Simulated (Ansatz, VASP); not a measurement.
Two plane-wave programs on AlNi

```
Al Ni
1.0
     1.89992   -1.95319    0.00000
     1.89992    1.95319    0.00000
     0.00000    0.00000    3.09943
Al Ni
1 1
Direct
  0.00000 0.00000 0.00000
  0.50000 0.50000 0.50000
```

Change from the starting cell: strain -0.0200 x Voigt [1, 0, 0, 0, 0, 0], atoms carried along.

Alike in both runs: task single point; functional PBEsol; k mesh 18 × 18 × 16; occupations gaussian, width 0.15 eV; no spin polarisation.

```csv
,VASP,Ansatz
version,VASP 6.6.1,Ansatz 0.2.0
potentials or method,"VASP PAW PBE potentials, release 64 (Al, Ni), cutoff 520 eV","scalar-relativistic, plane waves, PAW"
valence electrons in the cell,13,21
```

VASP gave:

* gap on the k mesh at the Fermi level (eV): none
* pressure (GPa): 4.2
* traceless stress, the component that is largest in VASP (GPa): 5.49

Task: Estimate Ansatz's values.

Result: gap on the k mesh at the Fermi level (eV): none; pressure (GPa): 4.2; traceless stress, the component that is largest in VASP (GPa): 5.41.

VASP's potentials were made for PBE, not for PBEsol. A gap of «none» marks a metal or a gap that the smearing closes. The functional is the same, so the differences come from potentials, cutoffs and numerics. VASP's potentials hold 13 valence electrons a cell and Ansatz's 21, so a difference there can come from the potentials and not from the codes.
